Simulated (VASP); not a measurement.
# PtSe2: single point with LDA

Sheet: PtSe2, a sheet with vacuum.

```
CELL_PARAMETERS angstrom
3.73000 0.00000 0.00000
-1.86500 3.23027 0.00000
0.00000 0.00000 23.00000
ATOMIC_POSITIONS crystal
Pt 0.00000 0.00000 0.39130
Pt 0.00000 0.00000 0.60870
Se 0.33333 0.66667 0.44652
Se 0.66667 0.33333 0.33609
Se 0.33333 0.66667 0.66391
Se 0.66667 0.33333 0.55348
```

| Property | Result |
| --- | --- |
| Program | VASP 6.6.1 |
| Task | single point |
| Functional | LDA |
| Potentials or basis | VASP PAW LDA potentials, release 64 (Pt, Se) |
| Cutoff | 520 eV |
| k mesh | 12 × 12 × 1 |
| Occupations | gaussian, width 0.01 eV |
| Spin | no spin polarisation |

| Quantity | Value |
| --- | --- |
| Largest force | 0.197 eV/Å |
| Band gap on the k mesh | 0.25 eV, indirect (least direct gap 0.88 eV) |

Forces in eV/Å, atoms in the order of the input:
```
Pt   0.000  0.000  0.197
Pt   0.000  0.000 -0.197
Se   0.000  0.000 -0.059
Se   0.000  0.000 -0.019
Se   0.000  0.000  0.019
Se   0.000  0.000  0.059
```

Levels at points of the mesh, in eV from the valence-band top:
```csv
k point,band 18,band 19,band 20,band 21,band 22,band 23,band 24,band 25,band 26,band 27
"(0.00, 0.00, 0.00)",-1.17,-1.17,-0.90,-0.90,-0.27,1.86,1.86,2.32,2.32,3.85
"(0.50, 0.00, 0.00)",-3.11,-2.87,-2.73,-2.64,-1.64,1.18,1.48,1.71,2.23,4.03
```

It took 3.5 min on 1 thread of Intel(R) Xeon(R) Platinum 8375C CPU @ 2.90GHz (Ice Lake), with other jobs on the host, peak memory 0.36 GiB.

Caveat: spin-orbit coupling is left out, which moves the levels of the heavy elements.
